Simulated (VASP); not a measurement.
# Ba (Im-3m) in VASP: a series of runs

Runs on Ba. Level: LDA. Tasks: single point.

Program: VASP 6.6.1. These are calculated values, not measurements. Logs are shortened: lines on timing, memory, paths and dates and some standing lists are left out, and cuts for length are marked.

## (1) The cell of the first run

It takes space group Im-3m (No. 229, cubic). Conventional cell: a = 4.979 Å, b = 4.979 Å, c = 4.979 Å, α = 90.00°, β = 90.00°, γ = 90.00°. Ba (site symmetry m-3m) has 14 Ba at 4.31 to 4.98 Å within 5.7 Å.

## (2) Single point, LDA (volume scaled by 0.98)

File INCAR:

```
ALGO = Fast
EDIFF = 1E-7
ENCUT = 520
GGA = CA
ISIF = 2
ISMEAR = -1
LASPH = T
LCHARG = T
LELF = T
LREAL = F
LVHAR = T
LWAVE = F
NBANDS = 11
NELM = 100
PREC = Accurate
SIGMA = 0.05
```

File KPOINTS:

```
k-points
0
Gamma
  8 8 8
```

File POSCAR:

```
Ba
1.0
   -2.4896773455      2.4896773455      2.4896773455
    2.4896773455     -2.4896773455      2.4896773455
    2.4896773455      2.4896773455     -2.4896773455
Ba
1
Direct
    0.0000000000      0.0000000000      0.0000000000
```

Potentials or basis: VASP PAW LDA potentials, release 64 (Ba_sv).

Launch:

```sh
$ cat potpaw_LDA.64/Ba_sv/POTCAR > POTCAR
$ mpirun -np 1 vasp_std > vasp.out
```

OUTCAR:

```text
EDIFF = 1E-7
   ENCUT = 520
   GGA = CA
   ISIF = 2
   ISMEAR = -1
   LASPH = T
   LREAL = F
   NELM = 100
   PREC = Accurate

 ion  position               nearest neighbor table
   1  0.000  0.000  0.000-

  LATTYP: Found a body centered cubic cell.
 ALAT       =     4.9793546910

  Lattice vectors:

 A1 = (  -2.4896773455,   2.4896773455,   2.4896773455)
 A2 = (   2.4896773455,  -2.4896773455,   2.4896773455)
 A3 = (   2.4896773455,   2.4896773455,  -2.4896773455)

Analysis of symmetry for initial positions (statically):
=====================================================================
 Subroutine PRICEL returns:
 Original cell was already a primitive cell.

 Routine SETGRP: Setting up the symmetry group for a
 body centered cubic supercell.

 Subroutine GETGRP returns: Found 48 space group operations
 (whereof 48 operations were pure point group operations)
 out of a pool of 48 trial point group operations.

The static configuration has the point symmetry O_h .

Analysis of symmetry for dynamics (positions and initial velocities):
=====================================================================
 Subroutine PRICEL returns:
 Original cell was already a primitive cell.

 Routine SETGRP: Setting up the symmetry group for a
 body centered cubic supercell.

 Subroutine GETGRP returns: Found 48 space group operations
 (whereof 48 operations were pure point group operations)
 out of a pool of 48 trial point group operations.

The dynamic configuration has the point symmetry O_h .

 Subroutine INISYM returns: Found 48 space group operations
 (whereof 48 operations are pure point group operations),
 and found     1 'primitive' translations

----------------------------------------------------------------------------------------

                                     Primitive cell

  volume of cell :      61.7290

  direct lattice vectors                    reciprocal lattice vectors
    -2.489677346  2.489677346  2.489677346     0.000000000  0.200829236  0.200829236
     2.489677346 -2.489677346  2.489677346     0.200829236  0.000000000  0.200829236
     2.489677346  2.489677346 -2.489677346     0.200829236  0.200829236  0.000000000

  length of vectors
     4.312247657  4.312247657  4.312247657     0.284015430  0.284015430  0.284015430

  position of ions in fractional coordinates (direct lattice)
     0.000000000  0.000000000  0.000000000

  ion indices of the primitive-cell ions
   primitive index   ion index
                 1           1

----------------------------------------------------------------------------------------

 KPOINTS: k-points

Automatic generation of k-mesh.
 Grid dimensions read from file:
 generate k-points for:    8    8    8

 Generating k-lattice:

  Cartesian coordinates                     Fractional coordinates (reciprocal lattice)
     0.000000000  0.025103655  0.025103655     0.125000000  0.000000000  0.000000000
     0.025103655  0.000000000  0.025103655     0.000000000  0.125000000  0.000000000
     0.025103655  0.025103655  0.000000000     0.000000000  0.000000000  0.125000000

  Length of vectors
     0.035501929  0.035501929  0.035501929

  Shift w.r.t. Gamma in fractional coordinates (k-lattice)
     0.000000000  0.000000000  0.000000000

 Subroutine IBZKPT returns following result:
 ===========================================

 Found     29 irreducible k-points:

 Following reciprocal coordinates:
            Coordinates               Weight
  0.000000  0.000000  0.000000      1.000000
  0.125000  0.000000  0.000000     12.000000
  0.250000  0.000000  0.000000     12.000000
  0.375000  0.000000  0.000000     12.000000
  0.500000  0.000000  0.000000      6.000000
  0.125000  0.125000  0.000000     24.000000
[... 16 lines left out ...]
 -0.250000  0.250000  0.250000      6.000000
 -0.375000  0.375000  0.250000     24.000000
 [... further k-points ...]
   k-points           NKPTS =     29   k-points in BZ     NKDIM =     29   number of bands    NBANDS=     11
   number of dos      NEDOS =    301   number of ions     NIONS =      1
   total plane-waves  NPLWV =  32768
   dimension x,y,z NGX =    32 NGY =   32 NGZ =   32
   dimension x,y,z NGXF=    64 NGYF=   64 NGZF=   64
   ions per type =               1
   NGX,Y,Z   is equivalent  to a cutoff of  12.34, 12.34, 12.34 a.u.
   NGXF,Y,Z  is equivalent  to a cutoff of  24.67, 24.67, 24.67 a.u.
 SYSTEM =  unknown system
   PREC   = accura    normal or accurate (medium, high low for compatibility)
   ISTART =      0    job   : 0-new  1-cont  2-samecut
   ICHARG =      2    charge: 1-file 2-atom 10-const
   ISPIN  =      1    spin polarized calculation?
   LNONCOLLINEAR =      F non collinear calculations
   LSORBIT =      F    spin-orbit coupling
   LASPH  =      T    aspherical Exc in radial PAW
   ENCUT  =  520.0 eV  38.22 Ry    6.18 a.u.   8.02  8.02  8.02*2*pi/ulx,y,z
   NELM   =    100;   NELMIN=  2; NELMDL= -5     # of ELM steps
   EDIFF  = 0.1E-06   stopping-criterion for ELM
   LREAL  =      F    real-space projection
   EDIFFG = 0.1E-05   stopping-criterion for IOM
   NSW    =      0    number of steps for IOM
   IBRION =     -1    ionic relax: 0-MD 1-quasi-New 2-CG
   NFREE  =      0    steps in history (QN), initial steepest desc. (CG)
   ISIF   =      2    stress and relaxation
   ISYM   =      2    0-nonsym 1-usesym 2-fastsym
   POTIM  = 0.5000    time-step for ionic-motion
   TEBEG  =    0.0;   TEEND  =   0.0 temperature during run
   PSTRESS=    0.0 pullay stress
   NELECT =      10.0000    total number of electrons
   NUPDOWN=      -1.0000    fix difference up-down
   EMIN   =  10.00;   EMAX   =-10.00  energy-range for DOS
   EFERMI =   0.00;   METHOD = LEGACY
   ISMEAR =    -1;   SIGMA  =   0.05  broadening in eV -4-tet -1-fermi 0-gaus
   EFERMI_NEDOS =   21; number of points for ismear=-14 and -15
   IALGO  =     68    algorithm
   IMIX   =      4    mixing-type and parameters
     AMIX     =   0.40;   BMIX     =  1.00
     AMIX_MAG =   1.60;   BMIX_MAG =  1.00
  volume/ion in A,a.u.               =      61.73       416.57
  Fermi-wavevector in a.u.,A,eV,Ry     =   0.892439  1.686465 10.836319  0.796447
  Thomas-Fermi vector in A             =   2.014388
   LORBIT       =      0    0 simple, 1 ext, 2 COOP (PROOUT), +10 PAW based schemes
   GGA     = CA    functional components
   LHFCALC =     F    Hartree Fock is set to
   AEXX    =    0.0000 exact exchange contribution
   IVDW    =     0    specifies the selected vdW correction
   LEPSILON=     F    determine dielectric tensor
   LRPA    =     F    only Hartree local field effects (RPA)
 non-spin polarized calculation
 RMM-DIIS sequential band-by-band and
  energy-cutoff  :      520.00
  volume of cell :       61.73
 maximum number of plane-waves:      1689
   NGX = 15   NGY = 15   NGZ = 15

 number of electron      10.0000000 magnetization

 number of electron       9.9999998 magnetization

 Free energy of the ion-electron system (eV)
  ---------------------------------------------------
  ext. energy  EPLUGINS =         0.00000000
  ---------------------------------------------------
  free energy    TOTEN  =        -2.23039228 eV

  energy without entropy =       -2.22258030  energy(sigma->0) =       -2.22648629

 E-fermi :   1.4784     XC(G=0):  -7.6825

 val. band max:        1.4118727274   @ k =  -0.3750   0.5000   0.2500
 cond. band min:       1.6089001557   @ k =   0.2500   0.2500   0.1250
 fundamental gap:      0.1970274284
 Fermi energy:         1.4784320238

 k-point     1 :       0.0000    0.0000    0.0000
  band No.  band energies     occupation
      1     -27.2922      2.00000
      2     -12.2412      2.00000
      3     -12.2412      2.00000
      4     -12.2412      2.00000
      5      -1.2690      2.00000
      6       3.2699      0.00000
      7       3.2699      0.00000
      8       3.2699      0.00000
      9       4.7526      0.00000
     10       4.7526      0.00000
     11       8.5350      0.00000

 k-point     2 :       0.1250    0.0000    0.0000
  band No.  band energies     occupation
      1     -27.2852      2.00000
      2     -12.3200      2.00000
      3     -12.2654      2.00000
      4     -12.2416      2.00000
      5      -0.9732      2.00000
      6       3.0458      0.00000
      7       3.1281      0.00000
      8       3.5759      0.00000
      9       4.4591      0.00000
     10       4.7405      0.00000
     11       8.8444      0.00000

 k-point     3 :       0.2500    0.0000    0.0000
  band No.  band energies     occupation
      1     -27.2681      2.00000
      2     -12.5021      2.00000
      3     -12.3231      2.00000
      4     -12.2429      2.00000
      5      -0.2354      2.00000
      6       2.6070      0.00000
      7       2.6485      0.00000
      8       4.4579      0.00000
      9       4.4864      0.00000
     10       4.8119      0.00000
     11       8.8753      0.00000

 k-point     4 :       0.3750    0.0000    0.0000
  band No.  band energies     occupation
      1     -27.2510      2.00000
      2     -12.6741      2.00000
      3     -12.3795      2.00000
      4     -12.2441      2.00000
      5       0.4203      2.00000
      6       2.2565      0.00000
      7       2.5595      0.00000
      8       4.7241      0.00000
      9       5.0722      0.00000
     10       5.7768      0.00000
     11       7.8385      0.00000
[... 239 lines left out ...]
 k-point    22 :       0.2500    0.2500    0.2500
  band No.  band energies     occupation
      1     -27.2406      2.00000
      2     -12.4939      2.00000
      3     -12.4939      2.00000
      4     -12.4939      2.00000
      5       2.0364      0.00003
      6       2.0364      0.00003
      7       2.0364      0.00003
      8       5.2636      0.00000
      9       5.3979      0.00000
     10       5.3979      0.00000
     11       8.4221      0.00000

 k-point    23 :      -0.2500    0.2500    0.2500
  band No.  band energies     occupation
      1     -27.2472      2.00000
      2     -12.5120      2.00000
      3     -12.4119      2.00000
      4     -12.4119      2.00000
      5       0.6310      2.00000
      6       2.2434      0.00000
      7       3.3513      0.00000
      8       3.3513      0.00000
      9       4.4143      0.00000
     10       5.1346      0.00000
     11       8.6043      0.00000

 k-point    24 :      -0.3750    0.3750    0.2500
  band No.  band energies     occupation
      1     -27.2322      2.00000
      2     -12.6150      2.00000
      3     -12.4728      2.00000
      4     -12.4272      2.00000
      5       1.1758      1.99531
      6       1.7270      0.01378
      7       3.3565      0.00000
      8       3.5939      0.00000
      9       5.0717      0.00000
     10       5.4654      0.00000
     11       8.7590      0.00000

 [... further k-points ...]
[... 5 lines left out ...]
  --------------------------------------------------------------------------------------
  -------------------------------------------------------------------------------------
  Total       -0.4489686     -0.4489686     -0.4489686     -0.0000000     -0.0000000      0.0000000
  in kB      -11.6529895    -11.6529895    -11.6529895     -0.0000000     -0.0000000      0.0000000
  external PRESSURE =     -11.6529895 kB  Pullay stress =       0.0000000 kB

 VOLUME and BASIS-vectors are now :
 -----------------------------------------------------------------------------
  energy-cutoff  :      520.00
  volume of cell :       61.73
      direct lattice vectors                 reciprocal lattice vectors
    -2.489677346  2.489677346  2.489677346     0.000000000  0.200829236  0.200829236
     2.489677346 -2.489677346  2.489677346     0.200829236  0.000000000  0.200829236
     2.489677346  2.489677346 -2.489677346     0.200829236  0.200829236  0.000000000

 POSITION                                       TOTAL-FORCE (eV/Angst)
 -----------------------------------------------------------------------------------
      0.00000      0.00000      0.00000         0.000000      0.000000      0.000000
 -----------------------------------------------------------------------------------
    total drift:                                0.000000      0.000000      0.000000

  FREE ENERGIE OF THE ION-ELECTRON SYSTEM (eV)
  ---------------------------------------------------
  free  energy   TOTEN  =        -2.2303922769 eV

  energy  without entropy=       -2.2225802978  energy(sigma->0) =       -2.22648629
```

It took 11 s on 1 thread of Intel Xeon 6975P-C, shared host; peak memory 0.16 GiB.

Results:

```
Free energy            : -2.2304 eV
Pressure               : -1.2 GPa
Band gap on the k mesh : zero (band 5 reaches 2.04 eV, above the bottom of band 6 at 0.93 eV)
```

Caveat: spin-orbit coupling is left out, which moves the levels of the heavy elements.

## (3) Single point, LDA (volume scaled by 1.02)

File INCAR:

```
  PREC = Accurate
  ENCUT = 520
  EDIFF = 1E-6
  ISMEAR = -1
  SIGMA = 0.05
  LREAL = F
  LASPH = T
  NELM = 80
  ALGO = Normal
  ISIF = 2
  LWAVE = F
  LCHARG = F
  GGA = CA
  NBANDS = 11
```

File KPOINTS:

```
Automatic mesh
0
Gamma
  8 8 8
```

File POSCAR:

```
Ba
1.0
   -2.5230998215      2.5230998215      2.5230998215
    2.5230998215     -2.5230998215      2.5230998215
    2.5230998215      2.5230998215     -2.5230998215
Ba
1
Direct
    0.0000000000      0.0000000000      0.0000000000
```

Potentials or basis: VASP PAW LDA potentials, release 64 (Ba_sv).

Launch:

```sh
$ cat potpaw_LDA.64/Ba_sv/POTCAR > POTCAR
$ mpirun -np 1 vasp_std > vasp.out
```

Run time: 14 s. Hardware: 1 thread of Intel Xeon 6975P-C, shared host; peak memory 0.17 GiB.

It converged, with:

```
Free energy            : -2.2099 eV
Pressure               : -1.4 GPa
Band gap on the k mesh : zero (band 5 reaches 1.87 eV, above the bottom of band 6 at 0.86 eV)
```

Levels at points of the mesh, in eV from the Fermi level:
| k point | band 3 | band 4 | band 5 | band 6 | band 7 | band 8 |
| --- | --- | --- | --- | --- | --- | --- |
| (0.00, 0.00, 0.00) | -13.82 | -13.82 | -2.74 | 1.74 | 1.74 | 1.74 |
| (0.50, 0.00, 0.00) | -13.96 | -13.82 | -0.89 | 0.64 | 1.27 | 3.09 |
| (0.50, 0.50, 0.50) | -14.13 | -14.13 | -0.50 | -0.50 | 4.27 | 4.27 |

Caveat: spin-orbit coupling is left out, which moves the levels of the heavy elements.
